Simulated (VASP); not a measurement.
# LiH (Fm-3m) in VASP: further runs

LiH is run at these levels: PBE, LDA; tasks: single point.

All numbers are computed with VASP 6.6.1; they aren't measurements. Logs are shortened: lines on timing, memory, paths and dates and some standing lists are left out, and cuts for length are marked.

**1. The cell of the first run**

The structure is cubic, space group Fm-3m (No. 225). Conventional cell: a = 4.007 Å, b = 4.007 Å, c = 4.007 Å, α = 90.00°, β = 90.00°, γ = 90.00°. Within 2.7 Å of Li (site symmetry m-3m) lie 6 H at 2.00 Å. Within 2.7 Å of H (site symmetry m-3m) lie 6 Li at 2.00 Å.

**2. Single point, PBE**

File INCAR:

```
SYSTEM = LiH
  PREC = Accurate
  ENCUT = 520
  EDIFF = 1E-6
  ISMEAR = 0
  SIGMA = 0.01
  LREAL = .False.
  LASPH = .True.
  NELM = 80
  ALGO = Normal
  ISIF = 2
  LWAVE = .False.
  LCHARG = .False.
  GGA = PE
  NBANDS = 9
```

File KPOINTS:

```
Automatic mesh
0
Gamma
  6 6 6
  0 0 0
```

File POSCAR:

```
LiH
1.0
    0.0000000000      2.0035500380      2.0035500380
    2.0035500380      0.0000000000      2.0035500380
    2.0035500380      2.0035500380      0.0000000000
Li H
1 1
Direct
    0.0000000000      0.0000000000      0.0000000000
    0.5000000000      0.5000000000      0.5000000000
```

Potentials or basis: VASP PAW PBE potentials, release 64 (Li_sv, H).

Started as:

```
$ cat potpaw_PBE.64/Li_sv/POTCAR potpaw_PBE.64/H/POTCAR > POTCAR
$ mpirun -np 1 vasp_std > vasp.out
```

OUTCAR:

```text
SYSTEM = LiH
   PREC = Accurate
   ENCUT = 520
   EDIFF = 1E-6
   ISMEAR = 0
   LREAL = .False.
   LASPH = .True.
   NELM = 80
   ISIF = 2
   GGA = PE

 ion  position               nearest neighbor table
   1  0.000  0.000  0.000-
   2  0.500  0.500  0.500-

  LATTYP: Found a face centered cubic cell.
 ALAT       =     4.0071000760

  Lattice vectors:

 A1 = (   0.0000000000,   2.0035500380,   2.0035500380)
 A2 = (   2.0035500380,   0.0000000000,   2.0035500380)
 A3 = (   2.0035500380,   2.0035500380,   0.0000000000)

Analysis of symmetry for initial positions (statically):
=====================================================================
 Subroutine PRICEL returns:
 Original cell was already a primitive cell.

 Routine SETGRP: Setting up the symmetry group for a
 face centered cubic supercell.

 Subroutine GETGRP returns: Found 48 space group operations
 (whereof 48 operations were pure point group operations)
 out of a pool of 48 trial point group operations.

The static configuration has the point symmetry O_h .

Analysis of symmetry for dynamics (positions and initial velocities):
=====================================================================
 Subroutine PRICEL returns:
 Original cell was already a primitive cell.

 Routine SETGRP: Setting up the symmetry group for a
 face centered cubic supercell.

 Subroutine GETGRP returns: Found 48 space group operations
 (whereof 48 operations were pure point group operations)
 out of a pool of 48 trial point group operations.

The dynamic configuration has the point symmetry O_h .

 Subroutine INISYM returns: Found 48 space group operations
 (whereof 48 operations are pure point group operations),
 and found     1 'primitive' translations

----------------------------------------------------------------------------------------

                                     Primitive cell

  volume of cell :      16.0854

  direct lattice vectors                    reciprocal lattice vectors
     0.000000000  2.003550038  2.003550038    -0.249557032  0.249557032  0.249557032
     2.003550038  0.000000000  2.003550038     0.249557032 -0.249557032  0.249557032
     2.003550038  2.003550038  0.000000000     0.249557032  0.249557032 -0.249557032

  length of vectors
     2.833447637  2.833447637  2.833447637     0.432245458  0.432245458  0.432245458

  position of ions in fractional coordinates (direct lattice)
[... 73 lines left out ...]
   NSW    =      0    number of steps for IOM
   IBRION =     -1    ionic relax: 0-MD 1-quasi-New 2-CG
   NFREE  =      0    steps in history (QN), initial steepest desc. (CG)
   ISIF   =      2    stress and relaxation
   ISYM   =      2    0-nonsym 1-usesym 2-fastsym
   POTIM  = 0.5000    time-step for ionic-motion
   TEBEG  =    0.0;   TEEND  =   0.0 temperature during run
   PSTRESS=    0.0 pullay stress
   NELECT =       4.0000    total number of electrons
   NUPDOWN=      -1.0000    fix difference up-down
   EMIN   =  10.00;   EMAX   =-10.00  energy-range for DOS
   EFERMI =   0.00;   METHOD = LEGACY
   ISMEAR =     0;   SIGMA  =   0.01  broadening in eV -4-tet -1-fermi 0-gaus
   EFERMI_NEDOS =   21; number of points for ismear=-14 and -15
   IALGO  =     38    algorithm
   IMIX   =      4    mixing-type and parameters
     AMIX     =   0.40;   BMIX     =  1.00
     AMIX_MAG =   1.60;   BMIX_MAG =  1.00
  volume/ion in A,a.u.               =       8.04        54.27
  Fermi-wavevector in a.u.,A,eV,Ry     =   1.029480  1.945435 14.419854  1.059829
  Thomas-Fermi vector in A             =   2.163530
   LORBIT       =      0    0 simple, 1 ext, 2 COOP (PROOUT), +10 PAW based schemes
   GGA     = PE    functional components
   LHFCALC =     F    Hartree Fock is set to
   AEXX    =    0.0000 exact exchange contribution
   IVDW    =     0    specifies the selected vdW correction
   LEPSILON=     F    determine dielectric tensor
   LRPA    =     F    only Hartree local field effects (RPA)
 non-spin polarized calculation
 Gauss-broadening in eV      SIGMA  =   0.01
  energy-cutoff  :      520.00
  volume of cell :       16.09
 maximum number of plane-waves:       444
 NGX is ok and might be reduce to    24
   NGX = 11   NGY = 11   NGZ = 11

 number of electron       3.9999995 magnetization

 Free energy of the ion-electron system (eV)
  ---------------------------------------------------
  ext. energy  EPLUGINS =         0.00000000
  ---------------------------------------------------
  free energy    TOTEN  =        -6.12605215 eV

  energy without entropy =       -6.12605215  energy(sigma->0) =       -6.12605215

 E-fermi :   0.3542     XC(G=0):  -8.5142

 val. band max:        0.0985182203   @ k =   0.5000   0.5000   0.0000
 cond. band min:       3.0755517380   @ k =   0.5000   0.5000   0.0000
 fundamental gap:      2.9770335177
 Fermi energy:         0.3541582979

 k-point     1 :       0.0000    0.0000    0.0000
  band No.  band energies     occupation
      1     -44.1946      2.00000
      2      -5.3395      2.00000
      3      16.2084      0.00000
      4      17.9985      0.00000
      5      17.9985      0.00000
      6      17.9985      0.00000
      7      22.7167      0.00000
      8      22.7167      0.00000
      9      22.7167      0.00000
[... 169 lines left out ...]
 k-point    16 :      -0.3333    0.5000    0.1667
  band No.  band energies     occupation
      1     -44.1339      2.00000
      2      -0.0771      2.00000
      3       4.0960      0.00000
      4       7.1176      0.00000
      5      11.6560      0.00000
      6      17.6352      0.00000
      7      19.9278      0.00000
      8      29.0139      0.00000
      9      29.2362      0.00000

------------------------ aborting loop because EDIFF is reached ----------------------------------------

  FORCE on cell =-STRESS in cart. coord.  units (eV):
  Direction    XX          YY          ZZ          XY          YZ          ZX
  --------------------------------------------------------------------------------------
  -------------------------------------------------------------------------------------
  Total       -0.0214266     -0.0214266     -0.0214266      0.0000000      0.0000000     -0.0000000
  in kB       -2.1341885     -2.1341885     -2.1341885      0.0000000      0.0000000     -0.0000000
  external PRESSURE =      -2.1341885 kB  Pullay stress =       0.0000000 kB

 VOLUME and BASIS-vectors are now :
 -----------------------------------------------------------------------------
  energy-cutoff  :      520.00
  volume of cell :       16.09
      direct lattice vectors                 reciprocal lattice vectors
     0.000000000  2.003550038  2.003550038    -0.249557032  0.249557032  0.249557032
     2.003550038  0.000000000  2.003550038     0.249557032 -0.249557032  0.249557032
     2.003550038  2.003550038  0.000000000     0.249557032  0.249557032 -0.249557032

 POSITION                                       TOTAL-FORCE (eV/Angst)
 -----------------------------------------------------------------------------------
      0.00000      0.00000      0.00000        -0.000000     -0.000000     -0.000000
      2.00355      2.00355      2.00355         0.000000      0.000000      0.000000
 -----------------------------------------------------------------------------------
    total drift:                                0.000000     -0.000000     -0.000000

  FREE ENERGIE OF THE ION-ELECTRON SYSTEM (eV)
  ---------------------------------------------------
  free  energy   TOTEN  =        -6.1260521459 eV

  energy  without entropy=       -6.1260521459  energy(sigma->0) =       -6.12605215
```

It took 2.6 s on 1 thread of Intel Xeon 6975P-C, shared host; peak memory 0.13 GiB.

What came out:

```yaml
Free_energy: -6.1261 eV
Band_gap_on_the_k_mesh: 2.98 eV, direct
```

Levels at points of the mesh, in eV from the valence-band top:
| k point | band 1 | band 2 | band 3 | band 4 | band 5 |
| --- | --- | --- | --- | --- | --- |
| (0.00, 0.00, 0.00) | -44.29 | -5.44 | 16.11 | 17.90 | 17.90 |
| (0.50, 0.00, 0.00) | -44.25 | -2.63 | 4.92 | 13.67 | 16.51 |
| (0.50, 0.50, 0.00) | -44.23 | 0.00 | 2.98 | 10.82 | 10.82 |

Caveat: the k points lie up to 0.45 Å⁻¹ apart; the cutoff is under 1.25 times the usual one of these potentials, so pressure, stress and relaxed cells hold a basis-set (Pulay) error. PBE gaps usually lie below the measured ones, often by a third to a half.

**3. Single point, LDA**

This run uses another cell than the first one, of 7.47 Å³/atom, 0.929 times its volume.

File INCAR:

```
PREC     = Accurate       # precision mode
ENCUT    = 520            # plane-wave cutoff, eV
EDIFF    = 1E-6           # SCF threshold, eV
ISMEAR   = -1             # smearing method
SIGMA    = 0.02           # smearing width, eV
LREAL    = F              # projectors in reciprocal space
LASPH    = T              # aspherical terms in the spheres
NELM     = 80             # most SCF steps
ALGO     = Normal         # electronic algorithm
ISIF     = 2              # what is computed and relaxed
LWAVE    = F              # write WAVECAR
LCHARG   = T              # write CHGCAR
GGA      = CA             # functional
LELF     = T              # ELF
LVHAR    = T            
NBANDS   = 9              # bands
```

File KPOINTS:

```
Automatic mesh
0
Gamma
  10 10 10
```

File POSCAR:

```
LiH
1.0
    0.0000000000      1.9550134343      1.9550134343
    1.9550134343      0.0000000000      1.9550134343
    1.9550134343      1.9550134343      0.0000000000
Li H
1 1
Direct
    0.0000000000      0.0000000000      0.0000000000
    0.5000000000      0.5000000000      0.5000000000
```

Potentials or basis: VASP PAW LDA potentials, release 64 (Li_sv, H).

Started as:

```
$ cat potpaw_LDA.64/Li_sv/POTCAR potpaw_LDA.64/H/POTCAR > POTCAR
$ mpirun -np 1 vasp_std > vasp.out
```

OUTCAR:

```text
PREC = Accurate
   ENCUT = 520
   EDIFF = 1E-6
   ISMEAR = -1
   LREAL = F
   LASPH = T
   NELM = 80
   ISIF = 2
   GGA = CA

 ion  position               nearest neighbor table
   1  0.000  0.000  0.000-
   2  0.500  0.500  0.500-

  LATTYP: Found a face centered cubic cell.
 ALAT       =     3.9100268686

  Lattice vectors:

 A1 = (   0.0000000000,   1.9550134343,   1.9550134343)
 A2 = (   1.9550134343,   0.0000000000,   1.9550134343)
 A3 = (   1.9550134343,   1.9550134343,   0.0000000000)

Analysis of symmetry for initial positions (statically):
=====================================================================
 Subroutine PRICEL returns:
 Original cell was already a primitive cell.

 Routine SETGRP: Setting up the symmetry group for a
 face centered cubic supercell.

 Subroutine GETGRP returns: Found 48 space group operations
 (whereof 48 operations were pure point group operations)
 out of a pool of 48 trial point group operations.

The static configuration has the point symmetry O_h .

Analysis of symmetry for dynamics (positions and initial velocities):
=====================================================================
 Subroutine PRICEL returns:
 Original cell was already a primitive cell.

 Routine SETGRP: Setting up the symmetry group for a
 face centered cubic supercell.

 Subroutine GETGRP returns: Found 48 space group operations
 (whereof 48 operations were pure point group operations)
 out of a pool of 48 trial point group operations.

The dynamic configuration has the point symmetry O_h .

 Subroutine INISYM returns: Found 48 space group operations
 (whereof 48 operations are pure point group operations),
 and found     1 'primitive' translations

----------------------------------------------------------------------------------------

                                     Primitive cell

  volume of cell :      14.9444

  direct lattice vectors                    reciprocal lattice vectors
     0.000000000  1.955013434  1.955013434    -0.255752718  0.255752718  0.255752718
     1.955013434  0.000000000  1.955013434     0.255752718 -0.255752718  0.255752718
     1.955013434  1.955013434  0.000000000     0.255752718  0.255752718 -0.255752718

  length of vectors
     2.764806513  2.764806513  2.764806513     0.442976702  0.442976702  0.442976702

  position of ions in fractional coordinates (direct lattice)
     0.000000000  0.000000000  0.000000000
     0.500000000  0.500000000  0.500000000

  ion indices of the primitive-cell ions
   primitive index   ion index
                 1           1
                 2           2

----------------------------------------------------------------------------------------

 KPOINTS: Automatic mesh

Automatic generation of k-mesh.
 Grid dimensions read from file:
 generate k-points for:   10   10   10

 Generating k-lattice:

  Cartesian coordinates                     Fractional coordinates (reciprocal lattice)
    -0.025575272  0.025575272  0.025575272     0.100000000  0.000000000  0.000000000
     0.025575272 -0.025575272  0.025575272     0.000000000  0.100000000  0.000000000
     0.025575272  0.025575272 -0.025575272     0.000000000  0.000000000  0.100000000

  Length of vectors
     0.044297670  0.044297670  0.044297670

  Shift w.r.t. Gamma in fractional coordinates (k-lattice)
     0.000000000  0.000000000  0.000000000

 Subroutine IBZKPT returns following result:
 ===========================================

 Found     47 irreducible k-points:

 Following reciprocal coordinates:
            Coordinates               Weight
  0.000000  0.000000  0.000000      1.000000
  0.100000  0.000000  0.000000      8.000000
  0.200000  0.000000  0.000000      8.000000
  0.300000  0.000000  0.000000      8.000000
  0.400000  0.000000  0.000000      8.000000
  0.500000  0.000000  0.000000      4.000000
[... 16 lines left out ...]
  0.300000  0.300000  0.000000      6.000000
  0.400000  0.300000  0.000000     24.000000
 [... further k-points ...]
   k-points           NKPTS =     47   k-points in BZ     NKDIM =     47   number of bands    NBANDS=      9
   number of dos      NEDOS =    301   number of ions     NIONS =      2
   total plane-waves  NPLWV =  13824
   dimension x,y,z NGX =    24 NGY =   24 NGZ =   24
   dimension x,y,z NGXF=    48 NGYF=   48 NGZF=   48
   ions per type =               1   1
   NGX,Y,Z   is equivalent  to a cutoff of  14.43, 14.43, 14.43 a.u.
   NGXF,Y,Z  is equivalent  to a cutoff of  28.86, 28.86, 28.86 a.u.
 SYSTEM =  unknown system
   PREC   = accura    normal or accurate (medium, high low for compatibility)
   ISTART =      0    job   : 0-new  1-cont  2-samecut
   ICHARG =      2    charge: 1-file 2-atom 10-const
   ISPIN  =      1    spin polarized calculation?
   LNONCOLLINEAR =      F non collinear calculations
   LSORBIT =      F    spin-orbit coupling
   LASPH  =      T    aspherical Exc in radial PAW
   ENCUT  =  520.0 eV  38.22 Ry    6.18 a.u.   5.14  5.14  5.14*2*pi/ulx,y,z
   NELM   =     80;   NELMIN=  2; NELMDL= -5     # of ELM steps
   EDIFF  = 0.1E-05   stopping-criterion for ELM
   LREAL  =      F    real-space projection
   EDIFFG = 0.1E-04   stopping-criterion for IOM
   NSW    =      0    number of steps for IOM
   IBRION =     -1    ionic relax: 0-MD 1-quasi-New 2-CG
   NFREE  =      0    steps in history (QN), initial steepest desc. (CG)
   ISIF   =      2    stress and relaxation
   ISYM   =      2    0-nonsym 1-usesym 2-fastsym
   POTIM  = 0.5000    time-step for ionic-motion
   TEBEG  =    0.0;   TEEND  =   0.0 temperature during run
   PSTRESS=    0.0 pullay stress
   NELECT =       4.0000    total number of electrons
   NUPDOWN=      -1.0000    fix difference up-down
   EMIN   =  10.00;   EMAX   =-10.00  energy-range for DOS
   EFERMI =   0.00;   METHOD = LEGACY
   ISMEAR =    -1;   SIGMA  =   0.02  broadening in eV -4-tet -1-fermi 0-gaus
   EFERMI_NEDOS =   21; number of points for ismear=-14 and -15
   IALGO  =     38    algorithm
   IMIX   =      4    mixing-type and parameters
     AMIX     =   0.40;   BMIX     =  1.00
     AMIX_MAG =   1.60;   BMIX_MAG =  1.00
  volume/ion in A,a.u.               =       7.47        50.42
  Fermi-wavevector in a.u.,A,eV,Ry     =   1.055039  1.993734 15.144737  1.113107
  Thomas-Fermi vector in A             =   2.190222
   LORBIT       =      0    0 simple, 1 ext, 2 COOP (PROOUT), +10 PAW based schemes
   GGA     = CA    functional components
   LHFCALC =     F    Hartree Fock is set to
   AEXX    =    0.0000 exact exchange contribution
   IVDW    =     0    specifies the selected vdW correction
   LEPSILON=     F    determine dielectric tensor
   LRPA    =     F    only Hartree local field effects (RPA)
 non-spin polarized calculation
  energy-cutoff  :      520.00
  volume of cell :       14.94
 maximum number of plane-waves:       411
 NGX is ok and might be reduce to    24
   NGX = 11   NGY = 11   NGZ = 11

 number of electron       4.0000002 magnetization

 Free energy of the ion-electron system (eV)
  ---------------------------------------------------
  ext. energy  EPLUGINS =         0.00000000
  ---------------------------------------------------
  free energy    TOTEN  =        -6.49632421 eV

  energy without entropy =       -6.49632421  energy(sigma->0) =       -6.49632421

 E-fermi :   1.0625     XC(G=0):  -9.0552

 val. band max:        0.5834764152   @ k =   0.5000   0.5000   0.0000
 cond. band min:       3.1144990047   @ k =   0.5000   0.5000   0.0000
 fundamental gap:      2.5310225895
 Fermi energy:         1.0624548317

 k-point     1 :       0.0000    0.0000    0.0000
  band No.  band energies     occupation
      1     -42.8416      2.00000
      2      -5.2591      2.00000
      3      17.6961      0.00000
      4      18.7400      0.00000
      5      18.7400      0.00000
      6      18.7400      0.00000
      7      23.7235      0.00000
      8      23.7235      0.00000
      9      23.7235      0.00000

 k-point     2 :       0.1000    0.0000    0.0000
  band No.  band energies     occupation
      1     -42.8349      2.00000
      2      -5.0810      2.00000
      3      15.7623      0.00000
      4      18.0639      0.00000
      5      18.3317      0.00000
      6      18.3317      0.00000
      7      23.1589      0.00000
      8      24.5968      0.00000
      9      24.5968      0.00000
[... 253 lines left out ...]
 k-point    24 :       0.4000    0.3000    0.0000
  band No.  band energies     occupation
      1     -42.7686      2.00000
      2      -2.0349      2.00000
      3       7.2584      0.00000
      4      11.0192      0.00000
      5      12.3620      0.00000
      6      17.1283      0.00000
      7      18.7104      0.00000
      8      31.3462      0.00000
      9      31.6029      0.00000

 [... further k-points ...]
[... 5 lines left out ...]
  --------------------------------------------------------------------------------------
  -------------------------------------------------------------------------------------
  Total       -0.0236217     -0.0236217     -0.0236217     -0.0000000      0.0000000      0.0000000
  in kB       -2.5324611     -2.5324611     -2.5324611     -0.0000000      0.0000000      0.0000000
  external PRESSURE =      -2.5324611 kB  Pullay stress =       0.0000000 kB

 VOLUME and BASIS-vectors are now :
 -----------------------------------------------------------------------------
  energy-cutoff  :      520.00
  volume of cell :       14.94
      direct lattice vectors                 reciprocal lattice vectors
     0.000000000  1.955013434  1.955013434    -0.255752718  0.255752718  0.255752718
     1.955013434  0.000000000  1.955013434     0.255752718 -0.255752718  0.255752718
     1.955013434  1.955013434  0.000000000     0.255752718  0.255752718 -0.255752718

 POSITION                                       TOTAL-FORCE (eV/Angst)
 -----------------------------------------------------------------------------------
      0.00000      0.00000      0.00000         0.000000     -0.000000     -0.000000
      1.95501      1.95501      1.95501        -0.000000      0.000000      0.000000
 -----------------------------------------------------------------------------------
    total drift:                                0.000000     -0.000000     -0.000000

  FREE ENERGIE OF THE ION-ELECTRON SYSTEM (eV)
  ---------------------------------------------------
  free  energy   TOTEN  =        -6.4963242085 eV

  energy  without entropy=       -6.4963242085  energy(sigma->0) =       -6.49632421
```

It took 4.4 s on 1 thread of Intel Xeon 6975P-C, shared host; peak memory 0.12 GiB.

Results:

- Free energy: -6.4963 eV
- Band gap on the k mesh: 2.53 eV, direct

Caveat: the cutoff is under 1.25 times the usual one of these potentials, so pressure, stress and relaxed cells hold a basis-set (Pulay) error.

[end of part 1 of 2]
